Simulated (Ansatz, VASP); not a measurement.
**PbSe in VASP and in Ansatz**

```
Pb Se
1.0
     0.00000    2.99817    2.99817
     2.99817    0.00000    2.99817
     2.99817    2.99817    0.00000
Pb Se
1 1
Cartesian
  0.0000 0.0000 0.0000
  2.9982 2.9982 2.9982
```

Alike in both runs: task single point; functional revPBE; dispersion D4; k mesh 8 × 8 × 8; occupations fermi-dirac, width 0.05 eV; no spin polarisation.

```csv
,VASP,Ansatz
version,VASP 6.6.1,Ansatz 0.2.0
potentials or method,"VASP PAW PBE potentials, release 64 (Pb_d, Se)",Ansatz PAW
plane-wave cutoff (eV),520,420
valence electrons in the cell,20,30
```

|  | VASP | Ansatz | Ansatz less VASP |
| --- | --- | --- | --- |
| gap on the k mesh at the Fermi level (eV) | 0.12 | 0.12 | -0.006 |
| least direct gap on the mesh (eV) | 0.12 | 0.12 | -0.006 |
| pressure (GPa) | 3.9 | 3.9 | +0.02 |

VASP's potentials were made for PBE, not for revPBE. VASP's potentials hold 20 valence electrons a cell and Ansatz's 30, so a difference there can come from the potentials and not from the codes.

Spin-orbit coupling is off throughout.
